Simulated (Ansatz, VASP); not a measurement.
# Li3OF in VASP and in Ansatz

```xyz
5
Lattice="3.5801 0.0000 0.0000 0.0000 3.5801 0.0000 0.0000 0.0000 3.5801" Properties=species:S:1:pos:R:3 pbc="T T T"
O     0.0000    0.0000    0.0000
F     1.7900    1.7900    1.7900
Li    1.7900    1.7900    0.0000
Li    1.7900    0.0000    1.7900
Li    0.0000    1.7900    1.7900
```

Alike in both runs: task single point; functional PBEsol; k mesh 6 × 6 × 6; occupations gaussian, width 0.02 eV; no spin polarisation.

```csv
,VASP,Ansatz
version,VASP 6.6.1,Ansatz 0.2.0
potentials or method,"VASP PAW PBE potentials, release 64 (O, F, Li_sv), cutoff 520 eV","scalar-relativistic, plane waves, PAW"
valence electrons in the cell,22,22
```

```tsv
	VASP	Ansatz	Ansatz less VASP
gap on the k mesh at the Fermi level (eV)	3.65	3.64	-0.016
least direct gap on the mesh (eV)	3.95	3.93	-0.015
```

VASP's potentials were made for PBE, not for PBEsol.

Noted on VASP's run: the cutoff is short for stress, so the pressure is rough.
